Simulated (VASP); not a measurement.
# BaS (Fm-3m) in VASP: notebook

The runs below take BaS through single point, with PBE.

All numbers are computed with VASP 6.6.1; they aren't measurements. Logs are shortened: lines on timing, memory, paths and dates and some standing lists are left out, and cuts for length are marked.

### 1 The cell of the first run

It takes space group Fm-3m (No. 225, cubic). Conventional cell: a = 6.388 Å, b = 6.388 Å, c = 6.388 Å, α = 90.00°, β = 90.00°, γ = 90.00°. Ba (site symmetry m-3m) has 6 S at 3.19 Å within 4.2 Å. Within 4.2 Å of S (site symmetry m-3m) lie 6 Ba at 3.19 Å.

### 2 Single point, PBE, non-collinear spin, zero start, spin-orbit coupling

Input file INCAR:

```
PREC = Accurate ; ENCUT = 520
EDIFF = 1E-6 ; ISMEAR = 1
SIGMA = 0.1 ; LREAL = False
LASPH = True ; NELM = 150
ALGO = Normal ; ISIF = 2
LWAVE = False ; LCHARG = False
MAGMOM = 0 0 0 0 0 0 ; LORBIT = 11
LSORBIT = True ; GGA_COMPAT = False
LORBMOM = True ; GGA = PE
NBANDS = 28
```

Input file KPOINTS:

```
regular mesh
0
Gamma
  8 8 8
```

Input file POSCAR:

```
BaS
1.0
    0.0000000000      3.1937500000      3.1937500000
    3.1937500000      0.0000000000      3.1937500000
    3.1937500000      3.1937500000      0.0000000000
Ba S
1 1
Direct
    0.0000000000      0.0000000000      0.0000000000
    0.5000000000      0.5000000000      0.5000000000
```

Potentials or basis: VASP PAW PBE potentials, release 64 (Ba_sv, S).

Run with:

```sh
$ cat potpaw_PBE.64/Ba_sv/POTCAR potpaw_PBE.64/S/POTCAR > POTCAR
$ mpirun -np 1 vasp_ncl > vasp.out
```

OUTCAR:

```text
PREC = Accurate
   ENCUT = 520
   EDIFF = 1E-6
   ISMEAR = 1
   LREAL = False
   LASPH = True
   NELM = 150
   ISIF = 2
   LORBIT = 11
   LSORBIT = True
   GGA = PE

 ion  position               nearest neighbor table
   1  0.000  0.000  0.000-   2 3.19   2 3.19   2 3.19   2 3.19   2 3.19   2 3.19
   2  0.500  0.500  0.500-   1 3.19   1 3.19   1 3.19   1 3.19   1 3.19   1 3.19

  LATTYP: Found a face centered cubic cell.
 ALAT       =     6.3875000000

  Lattice vectors:

 A1 = (   0.0000000000,   3.1937500000,   3.1937500000)
 A2 = (   3.1937500000,   0.0000000000,   3.1937500000)
 A3 = (   3.1937500000,   3.1937500000,   0.0000000000)

Analysis of symmetry for initial positions (statically):
=====================================================================
 Subroutine PRICEL returns:
 Original cell was already a primitive cell.

 Routine SETGRP: Setting up the symmetry group for a
 face centered cubic supercell.

 Subroutine GETGRP returns: Found 48 space group operations
 (whereof 48 operations were pure point group operations)
 out of a pool of 48 trial point group operations.

The static configuration has the point symmetry O_h .

Analysis of symmetry for dynamics (positions and initial velocities):
=====================================================================
 Subroutine PRICEL returns:
 Original cell was already a primitive cell.

 Routine SETGRP: Setting up the symmetry group for a
 face centered cubic supercell.

 Subroutine GETGRP returns: Found 48 space group operations
 (whereof 48 operations were pure point group operations)
 out of a pool of 48 trial point group operations.

The dynamic configuration has the point symmetry O_h .

Analysis of structural, dynamic, and magnetic symmetry:
=====================================================================
 Subroutine PRICEL returns:
 Original cell was already a primitive cell.

 Routine SETGRP: Setting up the symmetry group for a
 face centered cubic supercell.

 Subroutine GETGRP returns: Found 48 space group operations
 (whereof 48 operations were pure point group operations)
 out of a pool of 48 trial point group operations.

The overall configuration has the point symmetry O_h .

 Subroutine INISYM returns: Found 48 space group operations
 (whereof 48 operations are pure point group operations),
 and found     1 'primitive' translations

----------------------------------------------------------------------------------------

                                     Primitive cell

  volume of cell :      65.1527

  direct lattice vectors                    reciprocal lattice vectors
     0.000000000  3.193750000  3.193750000    -0.156555773  0.156555773  0.156555773
     3.193750000  0.000000000  3.193750000     0.156555773 -0.156555773  0.156555773
     3.193750000  3.193750000  0.000000000     0.156555773  0.156555773 -0.156555773

  length of vectors
     4.516644565  4.516644565  4.516644565     0.271162553  0.271162553  0.271162553

  position of ions in fractional coordinates (direct lattice)
     0.000000000  0.000000000  0.000000000
     0.500000000  0.500000000  0.500000000

  ion indices of the primitive-cell ions
   primitive index   ion index
                 1           1
                 2           2

----------------------------------------------------------------------------------------

 KPOINTS: regular mesh

Automatic generation of k-mesh.
 Grid dimensions read from file:
 generate k-points for:    8    8    8

 Generating k-lattice:

  Cartesian coordinates                     Fractional coordinates (reciprocal lattice)
    -0.019569472  0.019569472  0.019569472     0.125000000  0.000000000  0.000000000
     0.019569472 -0.019569472  0.019569472     0.000000000  0.125000000  0.000000000
     0.019569472  0.019569472 -0.019569472     0.000000000  0.000000000  0.125000000

  Length of vectors
     0.033895319  0.033895319  0.033895319

  Shift w.r.t. Gamma in fractional coordinates (k-lattice)
     0.000000000  0.000000000  0.000000000

 Subroutine IBZKPT returns following result:
 ===========================================

 Found     29 irreducible k-points:

 Following reciprocal coordinates:
            Coordinates               Weight
  0.000000  0.000000  0.000000      1.000000
  0.125000  0.000000  0.000000      8.000000
  0.250000  0.000000  0.000000      8.000000
  0.375000  0.000000  0.000000      8.000000
  0.500000  0.000000  0.000000      4.000000
  0.125000  0.125000  0.000000      6.000000
[... 16 lines left out ...]
  0.500000  0.250000  0.125000     48.000000
 -0.375000  0.250000  0.125000     24.000000
 [... further k-points ...]
   k-points           NKPTS =     29   k-points in BZ     NKDIM =     29   number of bands    NBANDS=     28
[... 29 lines left out ...]
   NUPDOWN=      -1.0000    fix difference up-down
   EMIN   =  10.00;   EMAX   =-10.00  energy-range for DOS
   EFERMI =   0.00;   METHOD = LEGACY
   ISMEAR =     1;   SIGMA  =   0.10  broadening in eV -4-tet -1-fermi 0-gaus
   EFERMI_NEDOS =   21; number of points for ismear=-14 and -15
   IALGO  =     38    algorithm
   IMIX   =      4    mixing-type and parameters
     AMIX     =   0.40;   BMIX     =  1.00
     AMIX_MAG =   1.60;   BMIX_MAG =  1.00
  volume/ion in A,a.u.               =      32.58       219.84
  Fermi-wavevector in a.u.,A,eV,Ry     =   1.025189  1.937326 14.299891  1.051012
  Thomas-Fermi vector in A             =   2.159016
   LORBIT       =     11    0 simple, 1 ext, 2 COOP (PROOUT), +10 PAW based schemes
   GGA     = PE    functional components
   LHFCALC =     F    Hartree Fock is set to
   AEXX    =    0.0000 exact exchange contribution
   IVDW    =     0    specifies the selected vdW correction
   LEPSILON=     F    determine dielectric tensor
   LRPA    =     F    only Hartree local field effects (RPA)
 Methfessel and Paxton  Order N= 1 SIGMA  =   0.10
  energy-cutoff  :      520.00
  volume of cell :       65.15
 maximum number of plane-waves:      3614
 NGX is ok and might be reduce to    36
   NGX = 17   NGY = 17   NGZ = 17

 number of electron      16.0000001 magnetization       0.0000000      0.0000000      0.0000000

 number of electron      16.0000001 magnetization      -0.0000000     -0.0000000     -0.0000000

 number of electron      16.0000001 magnetization       0.0000000     -0.0000000     -0.0000000

 number of electron      16.0000001 magnetization      -0.0000000      0.0000000      0.0000000

 Free energy of the ion-electron system (eV)
  ---------------------------------------------------
  ext. energy  EPLUGINS =         0.00000000
  ---------------------------------------------------
  free energy    TOTEN  =       -10.38000704 eV

  energy without entropy =      -10.38039707  energy(sigma->0) =      -10.38013705

 E-fermi :   1.5258     XC(G=0):  -8.6274

 val. band max:        1.5015141430   @ k =   0.0000   0.0000   0.0000
 cond. band min:       3.5580374807   @ k =   0.5000   0.5000   0.0000
 fundamental gap:      2.0565233377
 Fermi energy:         1.5258197562

 k-point     1 :       0.0000    0.0000    0.0000
  band No.  band energies     occupation
      1     -24.6224      1.00000
      2     -24.6224      1.00000
      3     -11.0216      1.00000
      4     -11.0216      1.00000
      5      -9.0547      1.00000
      6      -9.0547      1.00000
[... 733 lines left out ...]
     27      10.2106      0.00000
     28      10.2106      0.00000

 [... further k-points ...]

------------------------ aborting loop because EDIFF is reached ----------------------------------------

  FORCE on cell =-STRESS in cart. coord.  units (eV):
  Direction    XX          YY          ZZ          XY          YZ          ZX
  --------------------------------------------------------------------------------------
  -------------------------------------------------------------------------------------
  Total        0.5753986      0.5753986      0.5753986     -0.0000000      0.0000000     -0.0000000
  in kB       14.1496797     14.1496797     14.1496797     -0.0000000      0.0000000     -0.0000000
  external PRESSURE =      14.1496797 kB  Pullay stress =       0.0000000 kB

 VOLUME and BASIS-vectors are now :
 -----------------------------------------------------------------------------
  energy-cutoff  :      520.00
  volume of cell :       65.15
      direct lattice vectors                 reciprocal lattice vectors
     0.000000000  3.193750000  3.193750000    -0.156555773  0.156555773  0.156555773
     3.193750000  0.000000000  3.193750000     0.156555773 -0.156555773  0.156555773
     3.193750000  3.193750000  0.000000000     0.156555773  0.156555773 -0.156555773

 POSITION                                       TOTAL-FORCE (eV/Angst)
 -----------------------------------------------------------------------------------
      0.00000      0.00000      0.00000        -0.000000      0.000000     -0.000000
      3.19375      3.19375      3.19375         0.000000     -0.000000      0.000000
 -----------------------------------------------------------------------------------
    total drift:                                0.000000      0.000000      0.000000

  FREE ENERGIE OF THE ION-ELECTRON SYSTEM (eV)
  ---------------------------------------------------
  free  energy   TOTEN  =       -10.3800070353 eV

  energy  without entropy=      -10.3803970737  energy(sigma->0) =      -10.38013705

 orbital moment (x)

 # of ion     p       d       tot
 ----------------------------------------
  1         0.000  -0.000  -0.000
  2         0.000   0.000   0.000
 ----------------------------------------
            0.000  -0.000  -0.000

 orbital moment (y)

 # of ion     p       d       tot
 ----------------------------------------
  1         0.000  -0.000  -0.000
  2         0.000   0.000   0.000
 ----------------------------------------
            0.000  -0.000  -0.000

 orbital moment (z)

 # of ion     p       d       tot
 ----------------------------------------
  1         0.000   0.000   0.000
  2         0.000   0.000   0.000
 ----------------------------------------
            0.000   0.000   0.000

 Spin-Orbit-Coupling matrix elements

 Ion:    1  E_soc:     -0.3889962
 l=   1
     0.0000000    -0.0646294    -0.0646294
    -0.0646294     0.0000000    -0.0646294
    -0.0646294    -0.0646294     0.0000000
 l=   2
     0.0000000    -0.0000137     0.0000000    -0.0000137    -0.0001897
    -0.0000137     0.0000000    -0.0001423    -0.0000137    -0.0000474
     0.0000000    -0.0001423     0.0000000    -0.0001423     0.0000000
    -0.0000137    -0.0000137    -0.0001423     0.0000000    -0.0000474
    -0.0001897    -0.0000474     0.0000000    -0.0000474     0.0000000
 l=   3
     0.0000000     0.0000000     0.0000000     0.0000000     0.0000000     0.0000000     0.0000000
     0.0000000     0.0000000     0.0000000     0.0000000     0.0000000     0.0000000     0.0000000
     0.0000000     0.0000000     0.0000000     0.0000000     0.0000000     0.0000000     0.0000000
     0.0000000     0.0000000     0.0000000     0.0000000     0.0000000     0.0000000     0.0000000
     0.0000000     0.0000000     0.0000000     0.0000000     0.0000000     0.0000000     0.0000000
     0.0000000     0.0000000     0.0000000     0.0000000     0.0000000     0.0000000     0.0000000
     0.0000000     0.0000000     0.0000000     0.0000000     0.0000000     0.0000000     0.0000000

 Ion:    2  E_soc:     -0.0024078
 l=   1
     0.0000000    -0.0004013    -0.0004013
    -0.0004013     0.0000000    -0.0004013
    -0.0004013    -0.0004013     0.0000000
 l=   2
     0.0000000     0.0000000     0.0000000     0.0000000     0.0000000
     0.0000000     0.0000000     0.0000000     0.0000000     0.0000000
     0.0000000     0.0000000     0.0000000     0.0000000     0.0000000
     0.0000000     0.0000000     0.0000000     0.0000000     0.0000000
     0.0000000     0.0000000     0.0000000     0.0000000     0.0000000
 l=   3
     0.0000000     0.0000000     0.0000000     0.0000000     0.0000000     0.0000000     0.0000000
     0.0000000     0.0000000     0.0000000     0.0000000     0.0000000     0.0000000     0.0000000
     0.0000000     0.0000000     0.0000000     0.0000000     0.0000000     0.0000000     0.0000000
     0.0000000     0.0000000     0.0000000     0.0000000     0.0000000     0.0000000     0.0000000
     0.0000000     0.0000000     0.0000000     0.0000000     0.0000000     0.0000000     0.0000000
     0.0000000     0.0000000     0.0000000     0.0000000     0.0000000     0.0000000     0.0000000
     0.0000000     0.0000000     0.0000000     0.0000000     0.0000000     0.0000000     0.0000000

 total charge

# of ion       s       p       d       tot
------------------------------------------
    1        2.011   5.618   0.278   7.907
    2        1.321   2.430   0.000   3.751
--------------------------------------------------
tot          3.332   8.048   0.278  11.657

 magnetization (x)

# of ion       s       p       d       tot
------------------------------------------
    1        0.000   0.000   0.000   0.000
    2       -0.000   0.000   0.000  -0.000
--------------------------------------------------
tot         -0.000   0.000   0.000  -0.000

 magnetization (y)

# of ion       s       p       d       tot
------------------------------------------
    1        0.000   0.000   0.000   0.000
    2       -0.000   0.000   0.000  -0.000
--------------------------------------------------
tot         -0.000   0.000   0.000  -0.000

 magnetization (z)

# of ion       s       p       d       tot
------------------------------------------
    1        0.000   0.000   0.000   0.000
    2        0.000   0.000   0.000   0.000
--------------------------------------------------
tot          0.000   0.000   0.000   0.000
```

Wall time 63 s (1 thread of Intel Xeon 6975P-C (Granite Rapids), shared host); peak memory 0.41 GiB.

Results:

```yaml
Free_energy: -10.3800 eV
Pressure: 1.4 GPa
Net_moment: 0.00 μB per cell
Valence_electrons_inside_the_program's_atomic_spheres: Ba 7.91; S 3.75
```

Moments on the atoms (μB; x, y, z):
```
Ba  0.00 0.00 0.00
S   0.00 0.00 0.00
```

### 3 Single point, PBE, non-collinear spin, zero start, spin-orbit coupling

Input file INCAR:

```
SYSTEM = BaS
PREC     = Accurate       ! precision mode
ENCUT    = 520            ! plane-wave cutoff, eV
EDIFF    = 1E-7           ! SCF threshold, eV
ISMEAR   = 1              ! smearing method
SIGMA    = 0.1            ! smearing width, eV
LREAL    = .FALSE.        ! projectors in reciprocal space
LASPH    = .TRUE.         ! aspherical terms in the spheres
NELM     = 150            ! most SCF steps
ALGO     = Normal         ! electronic algorithm
ISIF     = 2              ! what is computed and relaxed
LWAVE    = .FALSE.        ! write WAVECAR
LCHARG   = .FALSE.        ! write CHGCAR
MAGMOM   = 0 0 0 0 0 0    ! initial moments
LORBIT   = 11             ! projections on sites
LSORBIT  = .TRUE.         ! spin-orbit coupling
GGA_COMPAT= .FALSE.      
LORBMOM  = .TRUE.       
GGA      = PE             ! functional
NBANDS   = 28             ! bands
```

Input file KPOINTS:

```
regular mesh
0
G
  10 10 10
  0 0 0
```

POSCAR is that of step 2.

Potentials or basis: VASP PAW PBE potentials, release 64 (Ba_sv, S).

Run with:

```sh
$ cat potpaw_PBE.64/Ba_sv/POTCAR potpaw_PBE.64/S/POTCAR > POTCAR
$ mpirun -np 1 vasp_ncl > vasp.out
```

It took 97 s on 1 thread of Intel Xeon 6975P-C (Granite Rapids), shared host; peak memory 0.44 GiB.

Results (log left out):

* Free energy: -10.3800 eV
* Pressure: 1.4 GPa
* Net moment: 0.00 μB per cell
* Valence electrons inside the program's atomic spheres: Ba 7.91; S 3.75

Moments on the atoms (μB; x, y, z):
```
Ba  0.00 0.00 0.00
S   0.00 0.00 0.00
```
